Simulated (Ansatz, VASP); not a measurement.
# BN in VASP and in Ansatz

```xyz
4
Lattice="2.5043 0.0000 0.0000 -1.2522 2.1688 0.0000 0.0000 0.0000 7.0164" Properties=species:S:1:pos:R:3 pbc="T T T"
B     0.0000    1.4459    1.7541
B     1.2522    0.7229    5.2623
N     0.0000    1.4459    5.2623
N     1.2522    0.7229    1.7541
```

Alike in both runs: functional PBEsol; k mesh 12 × 12 × 4; occupations gaussian, width 0.02 eV; no spin polarisation.

Ansatz relaxed the structure, and its values are those at the end. VASP's run is a single point on that final structure, the one shown.

|  | VASP | Ansatz |
| --- | --- | --- |
| version | VASP 6.6.1 | Ansatz 0.2.0 |
| potentials or method | VASP PAW PBE potentials, release 64 (B, N), cutoff 520 eV | scalar-relativistic, plane waves, PAW |
| valence electrons in the cell | 16 | 16 |

Ansatz gave:

| Property | Result |
| --- | --- |
| gap on the k mesh at the Fermi level (eV) | 4.27 |
| least direct gap on the mesh (eV) | 4.60 |
| pressure (GPa) | 0.0 |

Question: Which values does VASP return?

Answer: gap on the k mesh at the Fermi level (eV): 4.26; least direct gap on the mesh (eV): 4.60; pressure (GPa): 0.3.

VASP's potentials were made for PBE, not for PBEsol.
